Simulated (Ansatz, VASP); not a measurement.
MgO in VASP and in Ansatz

```
CELL_PARAMETERS angstrom
0.00000 2.10521 2.10521
2.10521 0.00000 2.10521
2.10521 2.10521 0.00000
ATOMIC_POSITIONS crystal
Mg 0.00000 0.00000 0.00000
O 0.50000 0.50000 0.50000
```

Alike in both runs: task single point; functional PBE; k mesh 8 × 8 × 8; occupations fermi-dirac, width 0.003 eV; no spin polarisation.

|  | VASP | Ansatz |
| --- | --- | --- |
| version | VASP 6.6.1 | Ansatz 0.2.0 |
| potentials or method | VASP PAW PBE potentials, release 64 (Mg, O), cutoff 600 eV | PAW, plane waves, scalar-relativistic |
| valence electrons in the cell | 8 | 16 |

Ansatz gave:

```
pressure (GPa) : 4.9
```

**Question.** What did VASP give for the same quantities?

**Answer.** Pressure (GPa): 3.9.

VASP's potentials hold 8 valence electrons a cell and Ansatz's 16, so a difference there can come from the potentials and not from the codes.
